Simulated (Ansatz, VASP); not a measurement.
# Cu in VASP and in Ansatz

```
CELL_PARAMETERS angstrom
-1.44279 1.44279 1.37608
1.44279 -1.44279 1.37608
1.44279 1.44279 -1.37608
ATOMIC_POSITIONS crystal
Cu 0.00000 0.00000 0.00000
```

Alike in both runs: task single point; functional PBEsol; k mesh 6 × 6 × 6; occupations gaussian, width 0.1 eV; no spin polarisation.

|  | VASP | Ansatz |
| --- | --- | --- |
| version | VASP 6.6.1 | Ansatz 0.2.0 |
| potentials or method | VASP PAW PBE potentials, release 64 (Cu), cutoff 520 eV | scalar-relativistic, plane waves, PAW |
| valence electrons in the cell | 11 | 19 |

Ansatz gave:

```
gap on the k mesh at the Fermi level (eV)                     : none
pressure (GPa)                                                : -0.9
traceless stress, the component that is largest in VASP (GPa) : -0.67
```

Q: What did VASP give for the same quantities?

A: gap on the k mesh at the Fermi level (eV): none; pressure (GPa): 0.0; traceless stress, the component that is largest in VASP (GPa): -0.73.

VASP's potentials were made for PBE, not for PBEsol. A gap of «none» marks a metal or a gap that the smearing closes. The functional is the same, so the differences come from potentials, cutoffs and numerics. VASP's potentials hold 11 valence electrons a cell and Ansatz's 19, so a difference there can come from the potentials and not from the codes.

The k mesh is coarse, so the values compare programs but aren't converged.
